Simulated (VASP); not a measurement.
# NaCl in VASP: further runs, part 2 of 2

VASP 6.6.1. Earlier steps stand in the parts before.

### Step 3. Single point, PBE (epitaxial 111 strain -3.0%)

INCAR reads:

```
PREC = Accurate ; ENCUT = 520
EDIFF = 1E-6 ; ISMEAR = 0
SIGMA = 0.01 ; LREAL = False
LASPH = True ; NELM = 60
ALGO = Normal ; ISIF = 2
LWAVE = False ; LCHARG = False
GGA = PE ; NBANDS = 14
```

KPOINTS reads:

```
regular mesh
0
Gamma
  4 4 4
```

POSCAR reads:

```
NaCl
1.0
    0.1023986814      2.8210165420      2.8210165420
    2.8210165420      0.1023986814      2.8210165420
    2.8210165420      2.8210165420      0.1023986814
Na Cl
1 1
Direct
    0.0000000000      0.0000000000      0.0000000000
    0.5000000000      0.5000000000      0.5000000000
```

Potentials or basis: VASP PAW PBE potentials, release 64 (Na_pv, Cl).

The run is started by

```sh
cat potpaw_PBE.64/Na_pv/POTCAR potpaw_PBE.64/Cl/POTCAR > POTCAR
mpirun -np 1 vasp_std > vasp.out
```

OUTCAR:

```text
PREC = Accurate
   ENCUT = 520
   EDIFF = 1E-6
   ISMEAR = 0
   LREAL = False
   LASPH = True
   NELM = 60
   ISIF = 2
   GGA = PE

 ion  position               nearest neighbor table
   1  0.000  0.000  0.000-
   2  0.500  0.500  0.500-

  LATTYP: Found a trigonal (rhomboedric) cell.
 ALAT       =     3.9908337663
 COS(alpha) =     0.5359454285

  Lattice vectors:

 A1 = (   0.1023986814,   2.8210165420,   2.8210165420)
 A2 = (   2.8210165420,   0.1023986814,   2.8210165420)
 A3 = (   2.8210165420,   2.8210165420,   0.1023986814)

Analysis of symmetry for initial positions (statically):
=====================================================================
 Subroutine PRICEL returns:
 Original cell was already a primitive cell.

 Routine SETGRP: Setting up the symmetry group for a
 trigonal (rhombohedral) supercell.

 Subroutine GETGRP returns: Found 12 space group operations
 (whereof 12 operations were pure point group operations)
 out of a pool of 12 trial point group operations.

The static configuration has the point symmetry D_3d.

Analysis of symmetry for dynamics (positions and initial velocities):
=====================================================================
 Subroutine PRICEL returns:
 Original cell was already a primitive cell.

 Routine SETGRP: Setting up the symmetry group for a
 trigonal (rhombohedral) supercell.

 Subroutine GETGRP returns: Found 12 space group operations
 (whereof 12 operations were pure point group operations)
 out of a pool of 12 trial point group operations.

The dynamic configuration has the point symmetry D_3d.

 Subroutine INISYM returns: Found 12 space group operations
 (whereof 12 operations are pure point group operations),
 and found     1 'primitive' translations

----------------------------------------------------------------------------------------

                                     Primitive cell

[... 106 lines left out ...]
   IVDW    =     0    specifies the selected vdW correction
   LEPSILON=     F    determine dielectric tensor
   LRPA    =     F    only Hartree local field effects (RPA)
 non-spin polarized calculation
 Gauss-broadening in eV      SIGMA  =   0.01
  energy-cutoff  :      520.00
  volume of cell :       42.46
 maximum number of plane-waves:      1153
 NGX is ok and might be reduce to    30
   NGX = 15   NGY = 15   NGZ = 15

 number of electron      13.9999995 magnetization

 Free energy of the ion-electron system (eV)
  ---------------------------------------------------
  ext. energy  EPLUGINS =         0.00000000
  ---------------------------------------------------
  free energy    TOTEN  =        -6.74180597 eV

  energy without entropy =       -6.74180597  energy(sigma->0) =       -6.74180597

 E-fermi :  -0.2273     XC(G=0):  -8.4031

 val. band max:       -0.3124848165   @ k =   0.0000   0.0000   0.0000
 cond. band min:       4.9121504982   @ k =   0.0000   0.0000   0.0000
 fundamental gap:      5.2246353147
 Fermi energy:        -0.2272544643

 k-point     1 :       0.0000    0.0000    0.0000
  band No.  band energies     occupation
      1     -21.1325      2.00000
      2     -21.1325      2.00000
      3     -21.1245      2.00000
      4     -13.1823      2.00000
      5      -0.5434      2.00000
      6      -0.3125      2.00000
      7      -0.3125      2.00000
      8       4.9122      0.00000
      9      10.2958      0.00000
     10      11.0446      0.00000
     11      11.0446      0.00000
     12      13.0326      0.00000
     13      13.0326      0.00000
     14      14.6818      0.00000
[... 190 lines left out ...]
      1     -21.1596      2.00000
      2     -21.1343      2.00000
      3     -21.1343      2.00000
      4     -12.8323      2.00000
      5      -2.5368      2.00000
      6      -0.5562      2.00000
      7      -0.5562      2.00000
      8       7.1236      0.00000
      9      10.2734      0.00000
     10      11.0244      0.00000
     11      11.0244      0.00000
     12      15.2401      0.00000
     13      15.8441      0.00000
     14      15.8441      0.00000

------------------------ aborting loop because EDIFF is reached ----------------------------------------

  FORCE on cell =-STRESS in cart. coord.  units (eV):
  Direction    XX          YY          ZZ          XY          YZ          ZX
  --------------------------------------------------------------------------------------
  -------------------------------------------------------------------------------------
  Total        0.6406945      0.6406945      0.6406945     -0.1373756     -0.1373756     -0.1373756
  in kB       24.1778769     24.1778769     24.1778769     -5.1841411     -5.1841411     -5.1841411
  external PRESSURE =      24.1778769 kB  Pullay stress =       0.0000000 kB

 VOLUME and BASIS-vectors are now :
 -----------------------------------------------------------------------------
  energy-cutoff  :      520.00
  volume of cell :       42.46
      direct lattice vectors                 reciprocal lattice vectors
     0.102398681  2.821016542  2.821016542    -0.187195439  0.180638531  0.180638531
     2.821016542  0.102398681  2.821016542     0.180638531 -0.187195439  0.180638531
     2.821016542  2.821016542  0.102398681     0.180638531  0.180638531 -0.187195439

 POSITION                                       TOTAL-FORCE (eV/Angst)
 -----------------------------------------------------------------------------------
      0.00000      0.00000      0.00000        -0.000000      0.000000      0.000000
      2.87222      2.87222      2.87222         0.000000     -0.000000     -0.000000
 -----------------------------------------------------------------------------------
    total drift:                               -0.000000      0.000000      0.000000

  FREE ENERGIE OF THE ION-ELECTRON SYSTEM (eV)
  ---------------------------------------------------
  free  energy   TOTEN  =        -6.7418059744 eV

  energy  without entropy=       -6.7418059744  energy(sigma->0) =       -6.74180597
```

OSZICAR:

```text
N       E                     dE             d eps       ncg     rms          rms(c)
DAV:   1     0.104641954190E+03    0.10464E+03   -0.69774E+03   364   0.992E+02
DAV:   2     0.154390521668E+01   -0.10310E+03   -0.95254E+02   402   0.281E+02
DAV:   3    -0.680462753407E+01   -0.83485E+01   -0.82999E+01   448   0.746E+01
DAV:   4    -0.693065778663E+01   -0.12603E+00   -0.12597E+00   466   0.973E+00
DAV:   5    -0.693334599209E+01   -0.26882E-02   -0.26879E-02   448   0.149E+00    0.218E+00
DAV:   6    -0.674851515466E+01    0.18483E+00   -0.29515E-01   450   0.329E+00    0.163E+00
DAV:   7    -0.673656825754E+01    0.11947E-01   -0.82793E-02   474   0.169E+00    0.111E+00
DAV:   8    -0.674185109848E+01   -0.52828E-02   -0.94434E-03   424   0.861E-01    0.308E-01
DAV:   9    -0.674171255750E+01    0.13854E-03   -0.23694E-04   460   0.123E-01    0.152E-01
DAV:  10    -0.674181469675E+01   -0.10214E-03   -0.27546E-04   436   0.139E-01    0.625E-02
DAV:  11    -0.674180553531E+01    0.91614E-05   -0.20002E-05   490   0.438E-02    0.979E-03
DAV:  12    -0.674180597440E+01   -0.43909E-06   -0.17292E-06   412   0.129E-02
   1 F= -.67418060E+01 E0= -.67418060E+01  d E =-.499113E-35
```

stdout:

```text
POSCAR found type information on POSCAR NaCl
 POSCAR found :  2 types and       2 ions
 scaLAPACK will be used
 LDA part: xc-table for (Slater+PW92), standard interpolation
 POSCAR, INCAR and KPOINTS ok, starting setup
 FFT: planning ... GRIDC
 FFT: planning ... GRID_SOFT
 FFT: planning ... GRID
 WAVECAR not read
 entering main loop
```

It took 15 s on 1 thread of AMD EPYC 7R43 (Zen 3), shared host; peak memory 0.12 GiB.

What came out:

| Quantity | Value |
| --- | --- |
| Free energy | -6.7418 eV |
| Pressure | 2.4 GPa |
| Band gap on the k mesh | 5.22 eV, direct |

Stress tensor (GPa, compression positive):
```
 2.42 -0.52 -0.52
-0.52  2.42 -0.52
-0.52 -0.52  2.42
```

Caveat: the k points lie up to 0.50 Å⁻¹ apart; the cell differs from its parent crystal (epitaxial 111 strain -3.0%).

### Step 4. Single point, PBE (epitaxial 111 strain -2.0%)

INCAR reads:

```
SYSTEM = NaCl
  PREC = Accurate
  ENCUT = 520
  EDIFF = 1E-7
  ISMEAR = 0
  SIGMA = 0.01
  LREAL = .False.
  LASPH = .True.
  NELM = 60
  ALGO = Normal
  ISIF = 2
  LWAVE = .False.
  LCHARG = .False.
  GGA = PE
  NBANDS = 14
```

KPOINTS reads:

```
Automatic mesh
0
Gamma
  4 4 4
  0 0 0
```

POSCAR reads:

```
NaCl
1.0
    0.0688129527      2.8154578016      2.8154578016
    2.8154578016      0.0688129527      2.8154578016
    2.8154578016      2.8154578016      0.0688129527
Na Cl
1 1
Direct
    0.0000000000      0.0000000000      0.0000000000
    0.5000000000      0.5000000000      0.5000000000
```

The run is started by

```sh
cat potpaw_PBE.64/Na_pv/POTCAR potpaw_PBE.64/Cl/POTCAR > POTCAR
mpirun -np 1 vasp_std > vasp.out
```

It took 14 s on 1 thread of AMD EPYC 7R43 (Zen 3), shared host; peak memory 0.12 GiB.

Results (log left out):

```
Free energy            : -6.7535 eV
Pressure               : 2.0 GPa
Band gap on the k mesh : 5.21 eV, direct
```

Stress tensor (GPa, compression positive):
```
 2.00 -0.34 -0.34
-0.34  2.00 -0.34
-0.34 -0.34  2.00
```

Levels at points of the mesh, in eV from the valence-band top:
```csv
k point,band 4,band 5,band 6,band 7,band 8,band 9,band 10,band 11
"(0.00, 0.00, 0.00)",-12.81,-0.15,0.00,0.00,5.21,10.78,11.29,11.29
"(0.50, 0.00, 0.00)",-12.41,-2.10,-0.41,-0.32,7.26,10.81,11.00,11.11
"(0.50, 0.50, 0.00)",-12.38,-1.82,-0.76,-0.62,7.57,8.02,11.55,14.99
"(0.50, 0.50, 0.50)",-12.46,-2.14,-0.25,-0.25,7.39,10.65,11.23,11.23
```

Caveat: the k points lie up to 0.49 Å⁻¹ apart; the cell differs from its parent crystal (epitaxial 111 strain -2.0%).

### Step 5. Single point, PBE (epitaxial 111 strain -1.0%)

INCAR reads:

```
PREC = Accurate
ENCUT = 520
EDIFF = 1E-6
ISMEAR = 0
SIGMA = 0.01
LREAL = F
LASPH = T
NELM = 60
ALGO = Normal
ISIF = 2
LWAVE = F
LCHARG = F
GGA = PE
NBANDS = 14
```

KPOINTS reads:

```
Automatic mesh
0
Gamma
  4 4 4
```

POSCAR reads:

```
NaCl
1.0
    0.0351940362      2.8098658733      2.8098658733
    2.8098658733      0.0351940362      2.8098658733
    2.8098658733      2.8098658733      0.0351940362
Na Cl
1 1
Direct
    0.0000000000      0.0000000000      0.0000000000
    0.5000000000      0.5000000000      0.5000000000
```

The run is started by

```sh
cat potpaw_PBE.64/Na_pv/POTCAR potpaw_PBE.64/Cl/POTCAR > POTCAR
mpirun -np 1 vasp_std > vasp.out
```

Run time: 15 s. Hardware: 1 thread of AMD EPYC 7R43 (Zen 3), shared host; peak memory 0.11 GiB.

Results (log left out):

| Property | Result |
| --- | --- |
| Free energy | -6.7622 eV |
| Pressure | 1.6 GPa |
| Band gap on the k mesh | 5.20 eV, direct |

Stress tensor (GPa, compression positive):
```
 1.61 -0.17 -0.17
-0.17  1.61 -0.17
-0.17 -0.17  1.61
```

Levels at points of the mesh, in eV from the valence-band top:
```tsv
k point	band 4	band 5	band 6	band 7	band 8	band 9	band 10	band 11
(0.00, 0.00, 0.00)	-12.75	-0.07	0.00	0.00	5.20	10.95	11.21	11.21
(0.50, 0.00, 0.00)	-12.38	-2.03	-0.34	-0.30	7.28	10.89	10.91	11.06
(0.50, 0.50, 0.00)	-12.33	-1.76	-0.68	-0.61	7.59	8.04	11.50	14.95
(0.50, 0.50, 0.50)	-12.40	-2.06	-0.26	-0.26	7.35	10.71	11.13	11.13
```

Caveat: the k points lie up to 0.49 Å⁻¹ apart; the cell differs from its parent crystal (epitaxial 111 strain -1.0%).

### Step 6. Overview

| cell | gap on the mesh (eV) | pressure (GPa) |
| --- | --- | --- |
| a = 3.964 Å, angles 60.0°, 2 atoms | 5.18 | 1.3 |
| a = 3.991 Å, angles 57.6°, 2 atoms | 5.22 | 2.4 |
| a = 3.982 Å, angles 58.4°, 2 atoms | 5.21 | 2.0 |
| a = 3.974 Å, angles 59.2°, 2 atoms | 5.20 | 1.6 |

Alike in all rows: task single point; level PBE; potentials or basis VASP PAW PBE potentials, release 64 (Na_pv, Cl); no spin polarisation; k mesh 4 × 4 × 4; cutoff (eV) 520; smearing gaussian 0.01 eV.

Caveats: all runs use coarse meshes.

Absolute energies hang on the potentials; compare differences alone.
